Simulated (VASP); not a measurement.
Mg2Ga2O3, 7 atoms in the cell. The structure is trigonal, space group P-3m1 (No. 164). Conventional cell: a = 3.131 Å, b = 3.131 Å, c = 10.189 Å, α = 90.00°, β = 90.00°, γ = 120.00°. Within 2.8 Å of Mg (site symmetry 3m) lie 6 O at 2.10 to 2.18 Å. Ga (site symmetry 3m) has 1 O at 1.81 Å within 2.4 Å. Within 2.4 Å of O (site symmetry 3m) lie 1 Ga at 1.81 Å and 3 Mg at 2.10 Å. Within 3.0 Å of O (site symmetry -3m) lie 6 Mg at 2.18 Å and 6 O at 2.92 Å. The cell was generated, and may not be a known phase.

- Program: VASP 6.6.1
- Task: relaxation of cell and atoms
- Functional: PBE
- Potentials or basis: VASP PAW PBE potentials, release 64 (Mg, Ga_d, O)
- Cutoff: 600 eV
- k mesh: 12 × 12 × 4
- Occupations: gaussian, width 0.1 eV
- Spin: no spin polarisation
- Dipole correction: no
- Further INCAR settings: ALGO = Normal; EDIFF = 1e-06; IBRION = 2; EDIFFG = -0.01; NSW = 100; ISIF = 3

Potentials or basis: VASP PAW PBE potentials, release 64 (Mg, Ga_d, O).

The run is started by

```sh
$ cat potpaw_PBE.64/Mg/POTCAR potpaw_PBE.64/Ga_d/POTCAR potpaw_PBE.64/O/POTCAR > POTCAR
$ mpirun -np 1 vasp_std > vasp.out
```

Hardware: 1 thread of Oxide Virtual Turin-like Processor (shared host).

Problem. Estimate the wall time of this run.

Solution. Wall time 27 min on 1 thread of Oxide Virtual Turin-like Processor, with other jobs on the host, peak memory 0.36 GiB. Counts: scf iterations 95, k points 69, ion steps 16.
